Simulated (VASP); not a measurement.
A run of VASP 6.6.1 is set up as follows.

INCAR

```
ALGO = Normal ; EDIFF = 1E-6
ENCUT = 520 ; GGA = RE
ISIF = 2 ; ISMEAR = -1
IVDW = 12 ; LASPH = T
LCHARG = F ; LREAL = F
LWAVE = F ; NBANDS = 16
NELM = 60 ; PREC = Accurate
SIGMA = 0.05
```

File KPOINTS:

```
k-points
0
Gamma
  10 10 8
```

Contents of POSCAR:

```
ZrB2
1.0
    3.1909939893      0.0000000000      0.0000000000
   -1.5954969947      2.7634818581      0.0000000000
    0.0000000000      0.0000000000      3.5563980329
Zr B
1 2
Direct
    0.0000000000      0.0000000000      0.0000000000
    0.6666666667      0.3333333333      0.5000000000
    0.3333333333      0.6666666667      0.5000000000
```

Potentials or basis: VASP PAW PBE potentials, release 64 (Zr_sv, B).

The run is started by

```sh
$ cat potpaw_PBE.64/Zr_sv/POTCAR potpaw_PBE.64/B/POTCAR > POTCAR
$ mpirun -np 1 vasp_std > vasp.out
```

Task: Predict the dispersion energy per atom.

Result: -0.723 eV.

Task: Estimate the pressure.

Result: -12.5 GPa.

Stress tensor (GPa, compression positive):
```
-13.19   0.00   0.00
  0.00 -13.19   0.00
  0.00   0.00 -11.04
```

Caveat: the cell stands under tension; the PAW data sets were made with another functional, which shifts forces and pressure a little.
